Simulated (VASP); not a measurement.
Input of a VASP 6.6.1 run:

The input INCAR:

```
  PREC = Accurate
  ENCUT = 520
  EDIFF = 1E-6
  ISMEAR = 0
  SIGMA = 0.15
  LREAL = False
  LASPH = True
  NELM = 60
  ALGO = Normal
  ISIF = 2
  LWAVE = False
  LCHARG = False
  GGA = CA
  NBANDS = 21
```

KPOINTS

```
regular mesh
0
Gamma
  16 16 16
```

POSCAR

```
Ge
1.0
    0.0000000000      2.5975655496      3.1160396333
    2.5975655496      0.0000000000      3.1160396333
    2.5975655496      2.5975655496      0.0000000000
Ge
2
Direct
    0.5000000000      0.5000000000      0.5000000000
    0.7500000000      0.7500000000      0.7500000000
```

Potentials or basis: VASP PAW LDA potentials, release 64 (Ge_d).

Launch:

```bash
$ cat potpaw_LDA.64/Ge_d/POTCAR > POTCAR
$ mpirun -np 1 vasp_std > vasp.out
```

(1) What does it give for the band gap on the k mesh?

(2) Estimate the pressure.

Results:

(1) zero (bands 14 and 15 overlap by 0.98 eV).

(2) 4.7 GPa.

Caveat: the stress differs along the axes, from -6 to 10 GPa.
